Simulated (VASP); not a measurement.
A run of VASP 6.6.1 is set up as follows.

The input INCAR:

```
SYSTEM = P
ALGO = Normal
EDIFF = 1E-6
ENCUT = 520
GGA = PE
ISIF = 2
ISMEAR = 0
LASPH = .True.
LCHARG = .False.
LREAL = .False.
LWAVE = .False.
NBANDS = 8
NELM = 100
PREC = Accurate
SIGMA = 0.1
```

File KPOINTS:

```
k-points
0
Gamma
  8 8 6
  0 0 0
```

Contents of POSCAR:

```
P
1.0
    2.4997529619      0.0000000000      0.0000000000
    0.0000000000      2.4997529619      0.0000000000
    0.0000000000      0.0000000000      2.3689067968
P
1
Direct
    0.0000000000      0.0000000000      0.0000000000
```

Potentials or basis: VASP PAW PBE potentials, release 64 (P).

The run is started by

```bash
$ cat potpaw_PBE.64/P/POTCAR > POTCAR
$ mpirun -np 1 vasp_std > vasp.out
```

Question: What does it give for the pressure?

Answer: -0.3 GPa.

Question: Predict the band gap on the k mesh.

Answer: Zero (an odd number of electrons rules out a gap without spin polarisation).

Stress tensor (GPa, compression positive):
```
-0.09  0.00  0.00
 0.00 -0.09  0.00
 0.00  0.00 -0.73
```

Caveat: the k points lie up to 0.44 Å⁻¹ apart, too coarse for converged energies and pressures of a metal.
